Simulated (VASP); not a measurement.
# NaI (Fm-3m) in VASP: a series of runs

The runs below take NaI through single point, with PBEsol, LDA.

Everything below comes from runs of VASP 6.6.1. Logs are shortened: lines on timing, memory, paths and dates and some standing lists are left out, and cuts for length are marked.

### Step 1. The cell of the first run

It takes space group Fm-3m (No. 225, cubic). The conventional cell has a = 6.459 Å, b = 6.459 Å, c = 6.459 Å, α = 90.00°, β = 90.00°, γ = 90.00°. Na (site symmetry m-3m) has 6 I at 3.23 Å within 4.2 Å. I (site symmetry m-3m) has 6 Na at 3.23 Å within 4.2 Å.

### Step 2. Single point, PBEsol

Input file INCAR:

```
  ALGO = Normal
  EDIFF = 1E-6
  ENCUT = 500
  GGA = PS
  GGA_COMPAT = F
  ISIF = 2
  ISMEAR = 0
  LASPH = T
  LCHARG = F
  LREAL = F
  LWAVE = F
  NBANDS = 14
  NELM = 120
  PREC = Accurate
  SIGMA = 0.01
```

Input file KPOINTS:

```
k-points
0
Gamma
  6 6 6
```

Input file POSCAR:

```
NaI
1.0
    0.0000000000      3.2296282834      3.2296282834
    3.2296282834      0.0000000000      3.2296282834
    3.2296282834      3.2296282834      0.0000000000
Na I
1 1
Direct
    0.0000000000      0.0000000000      0.0000000000
    0.5000000000      0.5000000000      0.5000000000
```

Potentials or basis: VASP PAW PBE potentials, release 64 (Na_pv, I).

On the command line:

```sh
$ cat potpaw_PBE.64/Na_pv/POTCAR potpaw_PBE.64/I/POTCAR > POTCAR
$ mpirun -np 1 vasp_std > vasp.out
```

OUTCAR:

```text
EDIFF = 1E-6
   ENCUT = 500
   GGA = PS
   ISIF = 2
   ISMEAR = 0
   LASPH = T
   LREAL = F
   NELM = 120
   PREC = Accurate

 ion  position               nearest neighbor table
   1  0.000  0.000  0.000-
   2  0.500  0.500  0.500-

  LATTYP: Found a face centered cubic cell.
 ALAT       =     6.4592565668

  Lattice vectors:

 A1 = (   0.0000000000,   3.2296282834,   3.2296282834)
 A2 = (   3.2296282834,   0.0000000000,   3.2296282834)
 A3 = (   3.2296282834,   3.2296282834,   0.0000000000)

Analysis of symmetry for initial positions (statically):
=====================================================================
 Subroutine PRICEL returns:
 Original cell was already a primitive cell.

 Routine SETGRP: Setting up the symmetry group for a
 face centered cubic supercell.

 Subroutine GETGRP returns: Found 48 space group operations
 (whereof 48 operations were pure point group operations)
 out of a pool of 48 trial point group operations.

The static configuration has the point symmetry O_h .

Analysis of symmetry for dynamics (positions and initial velocities):
=====================================================================
 Subroutine PRICEL returns:
 Original cell was already a primitive cell.

 Routine SETGRP: Setting up the symmetry group for a
 face centered cubic supercell.

 Subroutine GETGRP returns: Found 48 space group operations
 (whereof 48 operations were pure point group operations)
 out of a pool of 48 trial point group operations.

The dynamic configuration has the point symmetry O_h .

 Subroutine INISYM returns: Found 48 space group operations
 (whereof 48 operations are pure point group operations),
 and found     1 'primitive' translations

----------------------------------------------------------------------------------------

                                     Primitive cell

  volume of cell :      67.3733

  direct lattice vectors                    reciprocal lattice vectors
     0.000000000  3.229628283  3.229628283    -0.154816578  0.154816578  0.154816578
     3.229628283  0.000000000  3.229628283     0.154816578 -0.154816578  0.154816578
     3.229628283  3.229628283  0.000000000     0.154816578  0.154816578 -0.154816578

  length of vectors
     4.567384120  4.567384120  4.567384120     0.268150179  0.268150179  0.268150179

  position of ions in fractional coordinates (direct lattice)
     0.000000000  0.000000000  0.000000000
     0.500000000  0.500000000  0.500000000

  ion indices of the primitive-cell ions
   primitive index   ion index
                 1           1
                 2           2

----------------------------------------------------------------------------------------

 KPOINTS: k-points

Automatic generation of k-mesh.
 Grid dimensions read from file:
 generate k-points for:    6    6    6

 Generating k-lattice:

  Cartesian coordinates                     Fractional coordinates (reciprocal lattice)
    -0.025802763  0.025802763  0.025802763     0.166666667  0.000000000  0.000000000
     0.025802763 -0.025802763  0.025802763     0.000000000  0.166666667  0.000000000
     0.025802763  0.025802763 -0.025802763     0.000000000  0.000000000  0.166666667

  Length of vectors
     0.044691697  0.044691697  0.044691697

  Shift w.r.t. Gamma in fractional coordinates (k-lattice)
     0.000000000  0.000000000  0.000000000

 Subroutine IBZKPT returns following result:
 ===========================================

 Found     16 irreducible k-points:

 Following reciprocal coordinates:
            Coordinates               Weight
  0.000000  0.000000  0.000000      1.000000
  0.166667  0.000000  0.000000      8.000000
  0.333333  0.000000  0.000000      8.000000
  0.500000  0.000000  0.000000      4.000000
  0.166667  0.166667  0.000000      6.000000
  0.333333  0.166667  0.000000     24.000000
[... 8 lines left out ...]
 -0.333333  0.333333  0.166667     24.000000
 -0.333333  0.500000  0.166667     12.000000
   k-points           NKPTS =     16   k-points in BZ     NKDIM =     16   number of bands    NBANDS=     14
   number of dos      NEDOS =    301   number of ions     NIONS =      2
   total plane-waves  NPLWV =  46656
   dimension x,y,z NGX =    36 NGY =   36 NGZ =   36
   dimension x,y,z NGXF=    72 NGYF=   72 NGZF=   72
   ions per type =               1   1
   NGX,Y,Z   is equivalent  to a cutoff of  13.10, 13.10, 13.10 a.u.
   NGXF,Y,Z  is equivalent  to a cutoff of  26.21, 26.21, 26.21 a.u.
 SYSTEM =  unknown system
   PREC   = accura    normal or accurate (medium, high low for compatibility)
   ISTART =      0    job   : 0-new  1-cont  2-samecut
   ICHARG =      2    charge: 1-file 2-atom 10-const
   ISPIN  =      1    spin polarized calculation?
   LNONCOLLINEAR =      F non collinear calculations
   LSORBIT =      F    spin-orbit coupling
   LASPH  =      T    aspherical Exc in radial PAW
   ENCUT  =  500.0 eV  36.75 Ry    6.06 a.u.   8.33  8.33  8.33*2*pi/ulx,y,z
   NELM   =    120;   NELMIN=  2; NELMDL= -5     # of ELM steps
   EDIFF  = 0.1E-05   stopping-criterion for ELM
   LREAL  =      F    real-space projection
   EDIFFG = 0.1E-04   stopping-criterion for IOM
   NSW    =      0    number of steps for IOM
   IBRION =     -1    ionic relax: 0-MD 1-quasi-New 2-CG
   NFREE  =      0    steps in history (QN), initial steepest desc. (CG)
   ISIF   =      2    stress and relaxation
   ISYM   =      2    0-nonsym 1-usesym 2-fastsym
   POTIM  = 0.5000    time-step for ionic-motion
   TEBEG  =    0.0;   TEEND  =   0.0 temperature during run
   PSTRESS=    0.0 pullay stress
   NELECT =      14.0000    total number of electrons
   NUPDOWN=      -1.0000    fix difference up-down
   EMIN   =  10.00;   EMAX   =-10.00  energy-range for DOS
   EFERMI =   0.00;   METHOD = LEGACY
   ISMEAR =     0;   SIGMA  =   0.01  broadening in eV -4-tet -1-fermi 0-gaus
   EFERMI_NEDOS =   21; number of points for ismear=-14 and -15
   IALGO  =     38    algorithm
   IMIX   =      4    mixing-type and parameters
     AMIX     =   0.40;   BMIX     =  1.00
     AMIX_MAG =   1.60;   BMIX_MAG =  1.00
  volume/ion in A,a.u.               =      33.69       227.33
  Fermi-wavevector in a.u.,A,eV,Ry     =   0.969665  1.832401 12.792876  0.940250
  Thomas-Fermi vector in A             =   2.099736
   LORBIT       =      0    0 simple, 1 ext, 2 COOP (PROOUT), +10 PAW based schemes
   GGA     = PS    functional components
   LHFCALC =     F    Hartree Fock is set to
   AEXX    =    0.0000 exact exchange contribution
   IVDW    =     0    specifies the selected vdW correction
   LEPSILON=     F    determine dielectric tensor
   LRPA    =     F    only Hartree local field effects (RPA)
 non-spin polarized calculation
 Gauss-broadening in eV      SIGMA  =   0.01
  energy-cutoff  :      500.00
  volume of cell :       67.37
 maximum number of plane-waves:      1724
 NGX is ok and might be reduce to    36
   NGX = 17   NGY = 17   NGZ = 17

 number of electron      13.9999994 magnetization

 Free energy of the ion-electron system (eV)
  ---------------------------------------------------
  ext. energy  EPLUGINS =         0.00000000
  ---------------------------------------------------
  free energy    TOTEN  =        -5.66782053 eV

  energy without entropy =       -5.66782053  energy(sigma->0) =       -5.66782053

 E-fermi :   0.8175     XC(G=0):  -7.8705

 val. band max:        0.7609825813   @ k =   0.0000   0.0000   0.0000
 cond. band min:       4.2828456821   @ k =   0.0000   0.0000   0.0000
 fundamental gap:      3.5218631008
 Fermi energy:         0.8175499905

 k-point     1 :       0.0000    0.0000    0.0000
  band No.  band energies     occupation
      1     -21.4769      2.00000
      2     -21.4769      2.00000
      3     -21.4769      2.00000
      4     -10.3122      2.00000
      5       0.7610      2.00000
      6       0.7610      2.00000
      7       0.7610      2.00000
      8       4.2828      0.00000
      9       8.6067      0.00000
     10       8.6067      0.00000
     11       8.6067      0.00000
     12      10.4881      0.00000
     13      10.4881      0.00000
     14      11.0019      0.00000

 k-point     2 :       0.1667    0.0000    0.0000
  band No.  band energies     occupation
      1     -21.4784      2.00000
      2     -21.4770      2.00000
      3     -21.4770      2.00000
      4     -10.2363      2.00000
      5       0.0010      2.00000
      6       0.6835      2.00000
      7       0.6835      2.00000
      8       5.1090      0.00000
      9       8.1022      0.00000
     10       8.8032      0.00000
     11       8.8032      0.00000
     12       9.9593      0.00000
     13       9.9593      0.00000
     14      11.4912      0.00000

 k-point     3 :       0.3333    0.0000    0.0000
  band No.  band energies     occupation
      1     -21.4812      2.00000
      2     -21.4772      2.00000
      3     -21.4772      2.00000
      4     -10.0754      2.00000
      5      -1.0518      2.00000
      6       0.5389      2.00000
      7       0.5389      2.00000
      8       5.7318      0.00000
      9       8.3959      0.00000
     10       8.3959      0.00000
     11       8.7013      0.00000
     12      10.8191      0.00000
     13      10.9934      0.00000
     14      10.9934      0.00000

 k-point     4 :       0.5000    0.0000    0.0000
  band No.  band energies     occupation
      1     -21.4827      2.00000
      2     -21.4773      2.00000
      3     -21.4773      2.00000
      4      -9.9897      2.00000
      5      -1.4785      2.00000
      6       0.4713      2.00000
      7       0.4713      2.00000
      8       5.7087      0.00000
      9       8.1394      0.00000
     10       8.1394      0.00000
     11       9.5032      0.00000
     12      10.9238      0.00000
     13      13.0431      0.00000
     14      13.0431      0.00000

 k-point     5 :       0.1667    0.1667    0.0000
  band No.  band energies     occupation
      1     -21.4782      2.00000
      2     -21.4774      2.00000
      3     -21.4774      2.00000
      4     -10.2126      2.00000
      5       0.0058      2.00000
      6       0.5422      2.00000
      7       0.5422      2.00000
      8       5.4071      0.00000
      9       7.5726      0.00000
     10       8.7452      0.00000
     11       9.2299      0.00000
[... 140 lines left out ...]
 k-point    14 :       0.5000    0.3333    0.1667
  band No.  band energies     occupation
      1     -21.4808      2.00000
      2     -21.4789      2.00000
      3     -21.4778      2.00000
      4      -9.9785      2.00000
      5      -0.9700      2.00000
      6      -0.1828      2.00000
      7       0.2372      2.00000
      8       6.6395      0.00000
      9       7.3776      0.00000
     10       7.6541      0.00000
     11       9.7276      0.00000
     12      10.8124      0.00000
     13      12.8394      0.00000
     14      13.6796      0.00000

 k-point    15 :      -0.3333    0.3333    0.1667
  band No.  band energies     occupation
      1     -21.4810      2.00000
      2     -21.4793      2.00000
      3     -21.4782      2.00000
      4      -9.9245      2.00000
      5      -1.0064      2.00000
      6      -0.4486      2.00000
      7       0.0958      2.00000
      8       6.7478      0.00000
      9       7.2897      0.00000
     10       8.5358      0.00000
     11       9.2005      0.00000
     12      11.1200      0.00000
     13      12.4635      0.00000
     14      13.6988      0.00000

 k-point    16 :      -0.3333    0.5000    0.1667
  band No.  band energies     occupation
      1     -21.4806      2.00000
      2     -21.4794      2.00000
      3     -21.4789      2.00000
      4      -9.9043      2.00000
      5      -0.9597      2.00000
      6      -0.3783      2.00000
      7      -0.1515      2.00000
      8       6.0824      0.00000
      9       7.1350      0.00000
     10       9.2197      0.00000
     11       9.3237      0.00000
     12      12.2985      0.00000
     13      13.1534      0.00000
     14      13.3849      0.00000

------------------------ aborting loop because EDIFF is reached ----------------------------------------

  FORCE on cell =-STRESS in cart. coord.  units (eV):
  Direction    XX          YY          ZZ          XY          YZ          ZX
  --------------------------------------------------------------------------------------
  -------------------------------------------------------------------------------------
  Total       -0.1639240     -0.1639240     -0.1639240      0.0000000      0.0000000      0.0000000
  in kB       -3.8982133     -3.8982133     -3.8982133      0.0000000      0.0000000      0.0000000
  external PRESSURE =      -3.8982133 kB  Pullay stress =       0.0000000 kB

 VOLUME and BASIS-vectors are now :
 -----------------------------------------------------------------------------
  energy-cutoff  :      500.00
  volume of cell :       67.37
      direct lattice vectors                 reciprocal lattice vectors
     0.000000000  3.229628283  3.229628283    -0.154816578  0.154816578  0.154816578
     3.229628283  0.000000000  3.229628283     0.154816578 -0.154816578  0.154816578
     3.229628283  3.229628283  0.000000000     0.154816578  0.154816578 -0.154816578

 POSITION                                       TOTAL-FORCE (eV/Angst)
 -----------------------------------------------------------------------------------
      0.00000      0.00000      0.00000         0.000000     -0.000000      0.000000
      3.22963      3.22963      3.22963        -0.000000      0.000000     -0.000000
 -----------------------------------------------------------------------------------
    total drift:                                0.000000      0.000000      0.000000

  FREE ENERGIE OF THE ION-ELECTRON SYSTEM (eV)
  ---------------------------------------------------
  free  energy   TOTEN  =        -5.6678205315 eV

  energy  without entropy=       -5.6678205315  energy(sigma->0) =       -5.66782053
```

Run time: 16 s. Hardware: 1 thread of AMD EPYC 7R43 (Zen 3), shared host; peak memory 0.17 GiB.

Results:

- Free energy: -5.6678 eV
- Pressure: -0.4 GPa
- Band gap on the k mesh: 3.52 eV

Caveat: the PAW data sets were made with another functional, which shifts forces and pressure a little; spin-orbit coupling is left out, which moves the levels of the heavy elements. A hybrid or GW would open this gap; PBEsol tends to underestimate it.

### Step 3. Single point, PBEsol

Input file INCAR:

```
PREC = Accurate ; ENCUT = 500
EDIFF = 1E-6 ; ISMEAR = 1
SIGMA = 0.05 ; LREAL = False
LASPH = True ; NELM = 120
ALGO = Normal ; ISIF = 2
LWAVE = False ; LCHARG = False
GGA = PS ; NBANDS = 14
GGA_COMPAT = False
```

Input file KPOINTS:

```
regular mesh
0
Gamma
  6 6 6
```

POSCAR is that of step 2.

Potentials or basis: VASP PAW PBE potentials, release 64 (Na_pv, I).

On the command line:

```sh
$ cat potpaw_PBE.64/Na_pv/POTCAR potpaw_PBE.64/I/POTCAR > POTCAR
$ mpirun -np 1 vasp_std > vasp.out
```

Wall time 15 s (1 thread of AMD EPYC 7R43 (Zen 3), shared host); peak memory 0.17 GiB.

The run converged. Its results:

* Free energy: -5.6678 eV
* Pressure: -0.4 GPa
* Band gap on the k mesh: 3.52 eV

Levels at points of the mesh, in eV from the valence-band top:
| k point | band 5 | band 6 | band 7 | band 8 | band 9 | band 10 |
| --- | --- | --- | --- | --- | --- | --- |
| (0.00, 0.00, 0.00) | 0.00 | 0.00 | 0.00 | 3.52 | 7.85 | 7.85 |
| (0.50, 0.00, 0.00) | -2.24 | -0.29 | -0.29 | 4.95 | 7.38 | 7.38 |
| (0.50, 0.50, 0.00) | -1.96 | -0.77 | -0.77 | 4.44 | 5.41 | 9.75 |

Caveat: the PAW data sets were made with another functional, which shifts forces and pressure a little; spin-orbit coupling is left out, which moves the levels of the heavy elements. Expect the measured gap to be larger: semilocal functionals such as PBEsol lack the derivative discontinuity.

[end of part 1 of 2]
